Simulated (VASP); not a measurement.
The system is Au3S.

```
S Au
1.0
     4.20896    0.00000    0.00000
     0.00000    4.20896    0.00000
     0.00000    0.00000    4.20896
S Au
1 3
Direct
  0.00000 0.00000 0.00000
  0.00000 0.50000 0.50000
  0.50000 0.00000 0.50000
  0.50000 0.50000 0.00000
```

- Program: VASP 6.6.1
- Task: relaxation of cell and atoms
- Functional: PBE
- Potentials or basis: VASP PAW PBE potentials, release 64 (S, Au)
- Cutoff: 600 eV
- k mesh: 4 × 4 × 4
- Occupations: gaussian, width 0.1 eV
- Spin: no spin polarisation

At the start: pressure -4.5 GPa; volume 18.64 Å³/atom.

Question: How do energy, volume and symmetry change on relaxing?

Answer: Over 3 steps the energy falls by 11.7 meV/atom and the volume is 17.85 Å³/atom (-4.2 %); space group Pm-3m (No. 221, to 0.1 Å) before and after.

The path:
```
step  energy change (eV)  largest force (eV/Å)  pressure (GPa)  volume (Å³)
   1              0.0000                0.0000           -4.53        74.56
   2             -0.0153                0.0000            4.41        69.02
   3             -0.0469                0.0000           -0.02        71.41
```

Final structure:
```
S Au
1.0
     4.14884    0.00000    0.00000
     0.00000    4.14884    0.00000
     0.00000    0.00000    4.14884
S Au
1 3
Direct
  0.00000 0.00000 0.00000
  0.00000 0.50000 0.50000
  0.50000 0.00000 0.50000
  0.50000 0.50000 0.00000
```

Caveat: the k points lie up to 0.38 Å⁻¹ apart in the final cell, too coarse for converged energies and pressures of a metal.
